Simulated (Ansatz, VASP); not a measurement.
**KBr: VASP beside Ansatz**

The input INCAR:

```
ALGO = Normal ; EDIFF = 1E-6
ENCUT = 520 ; GGA = PS
GGA_COMPAT = F ; ISIF = 2
ISMEAR = 0 ; LASPH = T
LCHARG = T ; LORBIT = 11
LORBMOM = T ; LREAL = F
LSORBIT = T ; LVHAR = T
LWAVE = F ; MAGMOM = 0 0 0 0 0 0
NBANDS = 28 ; NELM = 150
PREC = Accurate ; SIGMA = 0.01
```

File KPOINTS:

```
k-points
0
Gamma
  6 6 6
```

Contents of POSCAR:

```
KBr
1.0
    0.0000000000      3.2745285651      3.2745285651
    3.2745285651      0.0000000000      3.2745285651
    3.2745285651      3.2745285651      0.0000000000
K Br
1 1
Direct
    0.0015269374      0.0015269374      0.0015269374
    0.5000000000      0.5000000000      0.5000000000
```

Input for Ansatz:

```yaml
crystal:
  lattice:
    - [0.0, 3.27452856506, 3.27452856506]
    - [3.27452856506, 0.0, 3.27452856506]
    - [3.27452856506, 3.27452856506, 0.0]
  atoms:
    - { symbol: K, position: [0.001526937359, 0.001526937359, 0.001526937359] }
    - { symbol: Br, position: [0.5, 0.5, 0.5] }
kpoints:
  mp_grid: { grid: [6, 6, 6] }
scf:
  occupations: { method: fixed }
  convergence: { dr2_threshold: 1.0e-10 }
hamiltonian:
  xc: pbesol
  pseudopotentials: { kind: all_electron, lapw: { basis_error: 0.0005 } }
magnetization:
  noncollinear: true
  spin_orbit: true
output:
  forces: true
  stress: true
  eigenstates:
    kpoints:
      - [0.0, 0.0, 0.0]
      - [-0.5, 0.0, -0.5]
      - [0.0, -0.5, -0.5]
      - [-0.5, -0.5, 0.0]
      - [-0.5, 0.0, 0.0]
      - [0.0, -0.5, 0.0]
      - [0.0, 0.0, -0.5]
      - [-0.5, -0.5, -0.5]
  eigenvalues: true
```

Change from the starting cell: atom 1 moved by [0.01, 0.01, 0.01] A.

Alike in both runs: task single point; functional PBEsol; k mesh 6 × 6 × 6; non-collinear spin, spin-orbit coupling.

```csv
,VASP,Ansatz
version,VASP 6.6.1,Ansatz 0.2.0
potentials or method,"VASP PAW PBE potentials, release 64 (K_sv, Br), cutoff 520 eV",all-electron LAPW
occupations,"gaussian, width 0.01 eV",fixed
```

|  | VASP | Ansatz | Ansatz less VASP |
| --- | --- | --- | --- |
| pressure (GPa) | 0.1 | 0.0 | -0.06 |
| rms of the force components (eV/Å) | 0.012 | 0.012 | -0.0003 |

VASP's potentials were made for PBE, not for PBEsol. Atom by atom the forces differ by 0.000 eV/Å (rms over components). Ansatz ran all-electron here, and VASP with PAW potentials.
